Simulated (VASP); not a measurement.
# LiH (Pm-3m) in VASP: further runs

Aim: see how the results for LiH move with the level of theory and the settings. Levels: PBE-based screened hybrid, PBE-based global hybrid. Tasks: single point.

All numbers are computed with VASP 6.6.1; they aren't measurements. Logs are shortened: lines on timing, memory, paths and dates and some standing lists are left out, and cuts for length are marked.

## (1) The cell of the first run

Symmetry: Pm-3m, No. 221, cubic system. The conventional cell has a = 2.502 Å, b = 2.502 Å, c = 2.502 Å, α = 90.00°, β = 90.00°, γ = 90.00°. Within 2.9 Å of Li (site symmetry m-3m) lie 8 H at 2.17 Å and 6 Li at 2.50 Å. H (site symmetry m-3m) has 8 Li at 2.17 Å and 6 H at 2.50 Å within 2.9 Å.

## (2) Single point, PBE-based screened hybrid

Contents of POSCAR:

```
LiH
1.0
    2.5016587112      0.0000000000      0.0000000000
    0.0000000000      2.5016587112      0.0000000000
    0.0000000000      0.0000000000      2.5016587112
Li H
1 1
Direct
    0.0000000000      0.0000000000      0.0000000000
    0.5000000000      0.5000000000      0.5000000000
```

Contents of INCAR.step1:

```
SYSTEM = LiH
  ALGO = Normal
  EDIFF = 1E-5
  ENCUT = 520
  GGA = PE
  ISIF = 2
  ISMEAR = 0
  LASPH = .True.
  LCHARG = .False.
  LREAL = .False.
  LWAVE = .True.
  NBANDS = 9
  NELM = 80
  PREC = Accurate
  SIGMA = 0.01
```

Contents of INCAR.step2:

```
SYSTEM = LiH
  AEXX = 0.35
  ALGO = Normal
  EDIFF = 1E-6
  ENCUT = 520
  GGA = PE
  HFSCREEN = 0.1
  ISIF = 2
  ISMEAR = 0
  ISTART = 1
  LASPH = .True.
  LCHARG = .False.
  LHFCALC = .True.
  LREAL = .False.
  LWAVE = .False.
  NBANDS = 9
  NELM = 80
  PREC = Accurate
  PRECFOCK = Normal
  SIGMA = 0.01
```

Contents of KPOINTS:

```
k-points
0
Gamma
  4 4 4
  0 0 0
```

Potentials or basis: VASP PAW PBE potentials, release 64 (Li_sv, H).

Launch:

```sh
cat potpaw_PBE.64/Li_sv/POTCAR potpaw_PBE.64/H/POTCAR > POTCAR
cp INCAR.step1 INCAR
mpirun -np 1 vasp_std > vasp.out
cp INCAR.step2 INCAR
mpirun -np 1 vasp_std > vasp.out
```

OUTCAR:

```text
SYSTEM = LiH
   AEXX = 0.35
   EDIFF = 1E-6
   ENCUT = 520
   GGA = PE
   HFSCREEN = 0.1
   ISIF = 2
   ISMEAR = 0
   ISTART = 1
   LASPH = .True.
   LHFCALC = .True.
   LREAL = .False.
   NELM = 80
   PREC = Accurate
   PRECFOCK = Normal

 ion  position               nearest neighbor table
   1  0.000  0.000  0.000-
   2  0.500  0.500  0.500-

  LATTYP: Found a simple cubic cell.
 ALAT       =     2.5016587112

  Lattice vectors:

 A1 = (   2.5016587112,   0.0000000000,   0.0000000000)
 A2 = (   0.0000000000,   2.5016587112,   0.0000000000)
 A3 = (   0.0000000000,   0.0000000000,   2.5016587112)

Analysis of symmetry for initial positions (statically):
=====================================================================
 Subroutine PRICEL returns:
 Original cell was already a primitive cell.

 Routine SETGRP: Setting up the symmetry group for a
 simple cubic supercell.

 Subroutine GETGRP returns: Found 48 space group operations
 (whereof 48 operations were pure point group operations)
 out of a pool of 48 trial point group operations.

The static configuration has the point symmetry O_h .

Analysis of symmetry for dynamics (positions and initial velocities):
=====================================================================
 Subroutine PRICEL returns:
 Original cell was already a primitive cell.

 Routine SETGRP: Setting up the symmetry group for a
 simple cubic supercell.

 Subroutine GETGRP returns: Found 48 space group operations
 (whereof 48 operations were pure point group operations)
 out of a pool of 48 trial point group operations.

The dynamic configuration has the point symmetry O_h .

 Subroutine INISYM returns: Found 48 space group operations
 (whereof 48 operations are pure point group operations),
 and found     1 'primitive' translations

----------------------------------------------------------------------------------------

                                     Primitive cell

  volume of cell :      15.6561

  direct lattice vectors                    reciprocal lattice vectors
     2.501658711  0.000000000  0.000000000     0.399734782  0.000000000  0.000000000
     0.000000000  2.501658711  0.000000000     0.000000000  0.399734782  0.000000000
     0.000000000  0.000000000  2.501658711     0.000000000  0.000000000  0.399734782

  length of vectors
     2.501658711  2.501658711  2.501658711     0.399734782  0.399734782  0.399734782

  position of ions in fractional coordinates (direct lattice)
     0.000000000  0.000000000  0.000000000
     0.500000000  0.500000000  0.500000000

  ion indices of the primitive-cell ions
   primitive index   ion index
                 1           1
                 2           2

----------------------------------------------------------------------------------------

 KPOINTS: k-points

Automatic generation of k-mesh.
 Grid dimensions read from file:
 generate k-points for:    4    4    4

 Generating k-lattice:

  Cartesian coordinates                     Fractional coordinates (reciprocal lattice)
     0.099933696  0.000000000  0.000000000     0.250000000  0.000000000  0.000000000
     0.000000000  0.099933696  0.000000000     0.000000000  0.250000000  0.000000000
     0.000000000  0.000000000  0.099933696     0.000000000  0.000000000  0.250000000

  Length of vectors
     0.099933696  0.099933696  0.099933696

  Shift w.r.t. Gamma in fractional coordinates (k-lattice)
     0.000000000  0.000000000  0.000000000

 Subroutine IBZKPT returns following result:
 ===========================================

 Found     10 irreducible k-points:

 Following reciprocal coordinates:
            Coordinates               Weight
  0.000000  0.000000  0.000000      1.000000
  0.250000  0.000000  0.000000      6.000000
  0.500000  0.000000  0.000000      3.000000
  0.250000  0.250000  0.000000     12.000000
  0.500000  0.250000  0.000000     12.000000
  0.500000  0.500000  0.000000      3.000000
  0.250000  0.250000  0.250000      8.000000
  0.500000  0.250000  0.250000     12.000000
  0.500000  0.500000  0.250000      6.000000
  0.500000  0.500000  0.500000      1.000000
   k-points           NKPTS =     10   k-points in BZ     NKDIM =     64   number of bands    NBANDS=      9
   number of dos      NEDOS =    301   number of ions     NIONS =      2
   total plane-waves  NPLWV =   8000
   dimension x,y,z NGX =    20 NGY =   20 NGZ =   20
   dimension x,y,z NGXF=    40 NGYF=   40 NGZF=   40
   ions per type =               1   1
   NGX,Y,Z   is equivalent  to a cutoff of  13.29, 13.29, 13.29 a.u.
   NGXF,Y,Z  is equivalent  to a cutoff of  26.58, 26.58, 26.58 a.u.
 SYSTEM =  LiH
   PREC   = accura    normal or accurate (medium, high low for compatibility)
   ISTART =      1    job   : 0-new  1-cont  2-samecut
   ICHARG =      0    charge: 1-file 2-atom 10-const
   ISPIN  =      1    spin polarized calculation?
   LNONCOLLINEAR =      F non collinear calculations
   LSORBIT =      F    spin-orbit coupling
   LASPH  =      T    aspherical Exc in radial PAW
   ENCUT  =  520.0 eV  38.22 Ry    6.18 a.u.   4.65  4.65  4.65*2*pi/ulx,y,z
   NELM   =     80;   NELMIN=  2; NELMDL=  0     # of ELM steps
   EDIFF  = 0.1E-05   stopping-criterion for ELM
   LREAL  =      F    real-space projection
   EDIFFG = 0.1E-04   stopping-criterion for IOM
   NSW    =      0    number of steps for IOM
   IBRION =     -1    ionic relax: 0-MD 1-quasi-New 2-CG
   NFREE  =      0    steps in history (QN), initial steepest desc. (CG)
   ISIF   =      2    stress and relaxation
   ISYM   =      3    0-nonsym 1-usesym 2-fastsym
   POTIM  = 0.5000    time-step for ionic-motion
   TEBEG  =    0.0;   TEEND  =   0.0 temperature during run
   PSTRESS=    0.0 pullay stress
   NELECT =       4.0000    total number of electrons
   NUPDOWN=      -1.0000    fix difference up-down
   EMIN   =  10.00;   EMAX   =-10.00  energy-range for DOS
   EFERMI =   0.00;   METHOD = LEGACY
   ISMEAR =     0;   SIGMA  =   0.01  broadening in eV -4-tet -1-fermi 0-gaus
   EFERMI_NEDOS =   21; number of points for ismear=-14 and -15
   IALGO  =     38    algorithm
   IMIX   =      1    mixing-type and parameters
     AMIX     =   0.40;   BMIX     =  1.00
     AMIX_MAG =   1.60;   BMIX_MAG =  1.00
  volume/ion in A,a.u.               =       7.83        52.83
  Fermi-wavevector in a.u.,A,eV,Ry     =   1.038804  1.963054 14.682222  1.079113
  Thomas-Fermi vector in A             =   2.173305
   LORBIT       =      0    0 simple, 1 ext, 2 COOP (PROOUT), +10 PAW based schemes
   GGA     = PE    functional components
   LHFCALC =     T    Hartree Fock is set to
   PRECFOCK=normal    Normal, Fast or Accurate (Low or Medium for compatibility)
   ENCUT4O =  -1.0   cutoff for four orbital integrals eV
   NKREDX  =     1    reduce k-point grid by
   NKREDY  =     1    reduce k-point grid by
   NKREDZ  =     1    reduce k-point grid by
   AEXX    =    0.3500 exact exchange contribution
   HFSCREEN=    0.1000 screening length (either q_TF or 0.3 A-1)
   HFSCREENC=   0.1000 screening length for correlation (either q_TF or 0.3 A-1)
   ENCUTFOCK=  -1.0 apply spherical cutoff to Coloumb kernel
   IVDW    =     0    specifies the selected vdW correction
   LEPSILON=     F    determine dielectric tensor
   LRPA    =     F    only Hartree local field effects (RPA)
 non-spin polarized calculation
 Gauss-broadening in eV      SIGMA  =   0.01
  energy-cutoff  :      520.00
  volume of cell :       15.66
 maximum number of plane-waves:       437
 NGX is ok and might be reduce to    20
  NGX = 14; NGY = 14; NGZ = 14

 number of electron       4.0000011 magnetization

 Free energy of the ion-electron system (eV)
  ---------------------------------------------------
  ext. energy  EPLUGINS =         0.00000000
  ---------------------------------------------------
  free energy    TOTEN  =        -6.75074330 eV

  energy without entropy =       -6.75074330  energy(sigma->0) =       -6.75074330

 E-fermi :   2.8541     XC(G=0):  -6.3967

 val. band max:        2.7178925490   @ k =   0.5000   0.5000   0.5000
 cond. band min:       5.0322163658   @ k =   0.5000   0.0000   0.0000
 fundamental gap:      2.3143238168
 Fermi energy:         2.8540810131

 k-point     1 :       0.0000    0.0000    0.0000
  band No.  band energies     occupation
      1     -50.1309      2.00000
      2      -7.4289      2.00000
      3      16.9120      0.00000
      4      16.9120      0.00000
      5      16.9120      0.00000
      6      18.0658      0.00000
      7      19.9114      0.00000
      8      19.9114      0.00000
      9      37.1231      0.00000

 k-point     2 :       0.2500    0.0000    0.0000
  band No.  band energies     occupation
      1     -50.1014      2.00000
      2      -6.3467      2.00000
      3       9.2017      0.00000
      4      17.4689      0.00000
      5      18.3337      0.00000
      6      18.3337      0.00000
      7      21.4207      0.00000
      8      29.9537      0.00000
      9      30.6847      0.00000

 k-point     3 :       0.5000    0.0000    0.0000
  band No.  band energies     occupation
      1     -50.0711      2.00000
      2      -4.7658      2.00000
      3       5.0322      0.00000
      4      16.7034      0.00000
      5      21.2811      0.00000
      6      21.2811      0.00000
      7      24.9913      0.00000
      8      24.9913      0.00000
      9      25.2632      0.00000

 k-point     4 :       0.2500    0.2500    0.0000
  band No.  band energies     occupation
      1     -50.0749      2.00000
      2      -5.1166      2.00000
      3       9.0773      0.00000
      4      11.1136      0.00000
      5      17.5873      0.00000
      6      19.7250      0.00000
      7      25.2711      0.00000
      8      30.1101      0.00000
      9      30.7681      0.00000

 k-point     5 :       0.5000    0.2500    0.0000
  band No.  band energies     occupation
      1     -50.0478      2.00000
      2      -3.2129      2.00000
      3       5.4504      0.00000
      4      11.3307      0.00000
      5      16.3276      0.00000
      6      22.5083      0.00000
      7      23.5659      0.00000
      8      26.5179      0.00000
      9      31.0265      0.00000

 k-point     6 :       0.5000    0.5000    0.0000
  band No.  band energies     occupation
      1     -50.0243      2.00000
      2      -0.3441      2.00000
      3       5.9457      0.00000
      4       5.9457      0.00000
      5      13.9035      0.00000
      6      24.5445      0.00000
      7      26.2454      0.00000
      8      29.6828      0.00000
      9      29.6828      0.00000

 k-point     7 :       0.2500    0.2500    0.2500
  band No.  band energies     occupation
      1     -50.0505      2.00000
      2      -3.8172      2.00000
      3      10.5913      0.00000
      4      10.5913      0.00000
      5      11.3847      0.00000
      6      23.0630      0.00000
      7      23.0630      0.00000
      8      23.2338      0.00000
      9      32.9408      0.00000

 k-point     8 :       0.5000    0.2500    0.2500
  band No.  band energies     occupation
      1     -50.0256      2.00000
      2      -1.7308      2.00000
      3       6.3129      0.00000
      4      11.0941      0.00000
      5      14.1295      0.00000
      6      16.5826      0.00000
      7      22.0013      0.00000
      8      26.5079      0.00000
      9      26.9594      0.00000

 k-point     9 :       0.5000    0.5000    0.2500
  band No.  band energies     occupation
      1     -50.0032      2.00000
      2       0.8936      2.00000
      3       7.4871      0.00000
      4       7.4871      0.00000
      5      12.3620      0.00000
      6      18.1844      0.00000
      7      20.0752      0.00000
      8      20.0752      0.00000
      9      25.9656      0.00000

 k-point    10 :       0.5000    0.5000    0.5000
  band No.  band energies     occupation
      1     -49.9822      2.00000
      2       2.7179      2.00000
      3      11.1606      0.00000
      4      11.1606      0.00000
      5      11.1606      0.00000
      6      13.4339      0.00000
      7      13.4339      0.00000
      8      13.4339      0.00000
      9      26.9652      0.00000

------------------------ aborting loop because EDIFF is reached ----------------------------------------

  FORCE on cell =-STRESS in cart. coord.  units (eV):
  Direction    XX          YY          ZZ          XY          YZ          ZX
  --------------------------------------------------------------------------------------
  -------------------------------------------------------------------------------------
  Total        0.0147966      0.0147966      0.0147966      0.0000000      0.0000000      0.0000000
  in kB        1.5142202      1.5142202      1.5142202      0.0000000      0.0000000      0.0000000
  external PRESSURE =       1.5142202 kB  Pullay stress =       0.0000000 kB

 VOLUME and BASIS-vectors are now :
 -----------------------------------------------------------------------------
  energy-cutoff  :      520.00
  volume of cell :       15.66
      direct lattice vectors                 reciprocal lattice vectors
     2.501658711  0.000000000  0.000000000     0.399734782  0.000000000  0.000000000
     0.000000000  2.501658711  0.000000000     0.000000000  0.399734782  0.000000000
     0.000000000  0.000000000  2.501658711     0.000000000  0.000000000  0.399734782

 POSITION                                       TOTAL-FORCE (eV/Angst)
 -----------------------------------------------------------------------------------
      0.00000      0.00000      0.00000         0.000000      0.000000      0.000000
      1.25083      1.25083      1.25083         0.000000      0.000000      0.000000
 -----------------------------------------------------------------------------------
    total drift:                                0.000000      0.000000      0.000000

  FREE ENERGIE OF THE ION-ELECTRON SYSTEM (eV)
  ---------------------------------------------------
  free  energy   TOTEN  =        -6.7507433022 eV

  energy  without entropy=       -6.7507433022  energy(sigma->0) =       -6.75074330
```

Run time: 7.4 s. Hardware: 1 thread of Intel Xeon 6975P-C (Granite Rapids), shared host; peak memory 0.21 GiB.

Results:

- Free energy: -6.7507 eV
- Band gap on the k mesh: 2.31 eV, indirect (least direct gap 6.29 eV)

Caveat: the k points lie up to 0.63 Å⁻¹ apart; the cutoff is under 1.25 times the usual one of these potentials, so pressure, stress and relaxed cells hold a basis-set (Pulay) error; the PAW data sets were made with another functional, which shifts forces and pressure a little. A k mesh can miss the band edges.

[end of part 1 of 2]
